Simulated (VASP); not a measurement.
# Zn2SiN2 (P6/mmm) in VASP: a series of runs, part 2 of 2

VASP 6.6.1. Earlier steps stand in the parts before.

## 3. Single point, PBE

This run uses another cell than the first one, of 18.19 Å³/atom.

INCAR reads:

```
SYSTEM = Zn2SiN2
PREC = Accurate
ENCUT = 520
EDIFF = 1E-6
ISMEAR = 0
SIGMA = 0.1
LREAL = .FALSE.
LASPH = .TRUE.
NELM = 80
ALGO = Normal
ISIF = 2
LWAVE = .FALSE.
LCHARG = .TRUE.
GGA = PE
LELF = .TRUE.
LVHAR = .TRUE.
NBANDS = 27
```

KPOINTS reads:

```
Automatic mesh
0
G
  6 6 4
  0 0 0
```

POSCAR reads:

```
Zn2SiN2
1.0
    2.7641244504     -0.0000000022      0.0000000000
   -1.3820622233      2.3938019944      0.0000000000
    0.0000000000      0.0000000000     13.7478550806
Zn Si N
2 1 2
Direct
    0.0000000000      0.0000000000      0.8090219540
    0.0000000000      0.0000000000      0.1909780460
    0.0000000000      0.0000000000      0.0000000000
    0.0000000000      0.0000000000      0.4599757945
    0.0000000000      0.0000000000      0.5400242055
```

Potentials or basis: VASP PAW PBE potentials, release 64 (Zn, Si, N).

Launch:

```sh
> cat potpaw_PBE.64/Zn/POTCAR potpaw_PBE.64/Si/POTCAR potpaw_PBE.64/N/POTCAR > POTCAR
> mpirun -np 1 vasp_std > vasp.out
```

Run time: 36 s. Hardware: 1 thread of AMD EPYC 9R45 (Zen 5), shared host; peak memory 0.22 GiB.

It converged, with:

```yaml
Free_energy: -22.7402 eV
Pressure: 1.2 GPa
Largest_force: 1.849 eV/Å
Band_gap_on_the_k_mesh: zero (bands 19 and 20 overlap by 0.25 eV)
```

Forces on the atoms (eV/Å):
```
Zn   0.000  0.000 -0.006
Zn   0.000  0.000  0.006
Si   0.000  0.000  0.000
N    0.000  0.000 -1.849
N    0.000  0.000  1.849
```

Stress tensor (GPa, compression positive):
```
-0.05  0.00  0.00
 0.00 -0.05  0.00
 0.00  0.00  3.80
```

Levels at points of the mesh, in eV from the Fermi level:
| k point | band 16 | band 17 | band 18 | band 19 | band 20 | band 21 | band 22 | band 23 |
| --- | --- | --- | --- | --- | --- | --- | --- | --- |
| (0.00, 0.00, 0.00) | -5.96 | -5.96 | -5.57 | -2.59 | 0.93 | 3.98 | 3.98 | 4.24 |
| (0.50, 0.00, 0.00) | -5.06 | -4.35 | -1.03 | -0.77 | 0.15 | 0.21 | 1.24 | 2.95 |
| (0.00, 0.00, 0.50) | -5.96 | -5.96 | -5.62 | -2.55 | 0.85 | 3.98 | 3.98 | 4.41 |
| (0.50, 0.00, 0.50) | -5.06 | -4.35 | -1.03 | -0.74 | -0.03 | 0.37 | 1.23 | 2.98 |

Caveat: the k points lie up to 0.44 Å⁻¹ apart; the standard files for N, O and F lose accuracy on very short bonds; forces of over 1 eV/Å act on the atoms, so gaps and moduli don't describe the material at rest.

## 4. Relaxation of cell and atoms, PBE

INCAR reads:

```
PREC = Accurate
ENCUT = 600
EDIFF = 1E-7
ISMEAR = 0
SIGMA = 0.1
LREAL = False
LASPH = True
NELM = 100
ALGO = Normal
ISIF = 3
LWAVE = False
LCHARG = False
GGA = PE
IBRION = 2
NSW = 90
EDIFFG = -0.04
```

KPOINTS reads:

```
Automatic mesh
0
Gamma
  6 6 4
```

POSCAR reads:

```
Zn2SiN2
1.0
    3.5797990700      0.0000000000      0.0000000000
   -1.7898995300      3.1001969300      0.0000000000
    0.0000000000      0.0000000000      7.1426729900
Zn Si N
2 1 2
Direct
    0.0000000000      0.0000000000      0.7924642500
    0.0000000000      0.0000000000      0.2075357500
    0.0000000000      0.0000000000      0.0000000000
    0.0000000000      0.0000000000      0.4052762900
    0.0000000000      0.0000000000      0.5947237100
```

Potentials or basis: VASP PAW PBE potentials, release 64 (Zn, Si, N).

Launch:

```sh
> cat potpaw_PBE.64/Zn/POTCAR potpaw_PBE.64/Si/POTCAR potpaw_PBE.64/N/POTCAR > POTCAR
> mpirun -np 1 vasp_std > vasp.out
```

OUTCAR:

```text
PREC = Accurate
   ENCUT = 600
   EDIFF = 1E-7
   ISMEAR = 0
   LREAL = False
   LASPH = True
   NELM = 100
   ISIF = 3
   GGA = PE
   IBRION = 2
   NSW = 90
   EDIFFG = -0.04

 ion  position               nearest neighbor table
   1  0.000  0.000  0.792-   5 1.41   3 1.48   2 2.96
   2  0.000  0.000  0.208-   4 1.41   3 1.48   1 2.96
   3  0.000  0.000  0.000-   1 1.48   2 1.48
   4  0.000  0.000  0.405-   5 1.35   2 1.41
   5  0.000  0.000  0.595-   4 1.35   1 1.41

 -----------------------------------------------------------------------------
|                                                                             |
|           W    W    AA    RRRRR   N    N  II  N    N   GGGG   !!!           |
|           W    W   A  A   R    R  NN   N  II  NN   N  G    G  !!!           |
|           W    W  A    A  R    R  N N  N  II  N N  N  G       !!!           |
|           W WW W  AAAAAA  RRRRR   N  N N  II  N  N N  G  GGG   !            |
[... 206 lines left out ...]
  in kB        8.0802510      8.0802510   3794.9241589      0.0000000      0.0000000      0.0000000
  external PRESSURE =    1270.3615536 kB  Pullay stress =       0.0000000 kB
[... 1207 lines left out ...]
     22       4.0134      0.00000
     23       4.3191      0.00000

[... ionic steps 4 to 33 ...]

--------------------------------------- Ionic step       34  -------------------------------------------

 number of electron      38.0000040 magnetization

------------------------ aborting loop because EDIFF is reached ----------------------------------------
[... 73 lines left out ...]
--------------------------------------- Ionic step       36  -------------------------------------------

 number of electron      38.0000014 magnetization

 Free energy of the ion-electron system (eV)
  ---------------------------------------------------
  ext. energy  EPLUGINS =         0.00000000
  ---------------------------------------------------
  free energy    TOTEN  =       -22.18363830 eV

  energy without entropy =      -22.17466291  energy(sigma->0) =      -22.17915061

 E-fermi :   4.5453     XC(G=0): -10.7796

 val. band max:        4.3788856043   @ k =   0.3333   0.1667   0.0000
 cond. band min:       4.5559641894   @ k =   0.3333   0.0000   0.2500
 fundamental gap:      0.1770785851
 Fermi energy:         4.5453100672
[... 576 lines left out ...]
  FREE ENERGIE OF THE ION-ELECTRON SYSTEM (eV)
  ---------------------------------------------------
  free  energy   TOTEN  =       -22.1836383028 eV

  energy  without entropy=      -22.1746629122  energy(sigma->0) =      -22.17915061

 reached required accuracy - stopping structural energy minimisation
```

It took 16 min on 1 thread of AMD EPYC 9R45 (Zen 5), shared host; peak memory 0.23 GiB.

Results:

* Free energy: -22.1836 eV
* Relaxed volume: 13.75 Å³/atom
* Relaxed cell: a = 2.811 Å, b = 2.811 Å, c = 10.046 Å, α = 90.00°, β = 90.00°, γ = 120.00°
* Space group after relaxing (to 0.1 Å): P6/mmm (No. 191)
* Pressure after relaxing: 0.1 GPa
* Largest force after relaxing: 0.018 eV/Å
* Band gap on the k mesh: zero (bands 19 and 20 overlap by 2.12 eV)

Forces in eV/Å, atoms in the order of the input:
```
Zn   0.000  0.000 -0.018
Zn   0.000  0.000  0.018
Si   0.000  0.000  0.000
N    0.000  0.000 -0.004
N    0.000  0.000  0.004
```

Final structure:
```
Zn Si N
1.0
     2.81071    0.00000    0.00000
    -1.40536    2.43415    0.00000
     0.00000    0.00000   10.04621
Zn Si N
2 1 2
Direct
  0.00000 0.00000 0.75640
  0.00000 0.00000 0.24360
  0.00000 0.00000 0.00000
  0.00000 0.00000 0.55751
  0.00000 0.00000 0.44249
```

Caveat: a cell axis changed by over 15 % at a fixed basis, so the end point is rough.

## 5. Summary

```tsv
task	cell	cutoff (eV)	gap on the mesh (eV)	pressure (GPa)	largest force (eV/Å)
single point	a = 3.580, b = 3.580, c = 7.143 Å, angles 90.0, 90.0, 120.0°, 5 atoms, atomic positions A	520	none	127.2	30.53
single point	a = 2.764, b = 2.764, c = 13.748 Å, angles 90.0, 90.0, 120.0°, 5 atoms, atomic positions B	520	none	1.2	1.85
relaxation of cell and atoms	relaxed from a = 3.580, b = 3.580, c = 7.143 Å, angles 90.0, 90.0, 120.0°, 5 atoms, atomic positions A	600	none	0.1	0.02
```

Alike in all rows: level PBE; potentials or basis VASP PAW PBE potentials, release 64 (Zn, Si, N); no spin polarisation; k mesh 6 × 6 × 4; smearing gaussian 0.1 eV.

Caveats: some runs use coarse meshes; forces of over 1 eV/Å act on the atoms, so gaps and moduli don't describe the material at rest (at least some runs); atoms lie so close that the PAW spheres overlap strongly, which falsifies energies and pressures (at least some runs); the stress differs along the axes, from 1 to 380 GPa (at least some runs); the standard files for N, O and F lose accuracy on very short bonds (at least some runs); a cell axis changed by over 15 % at a fixed basis, so the end point is rough (at least some runs).

Total energies depend on the potentials used, so only differences within one code and one set of settings carry meaning.

The gap in the log of VASP goes by the Fermi energy; the results here count the filled bands.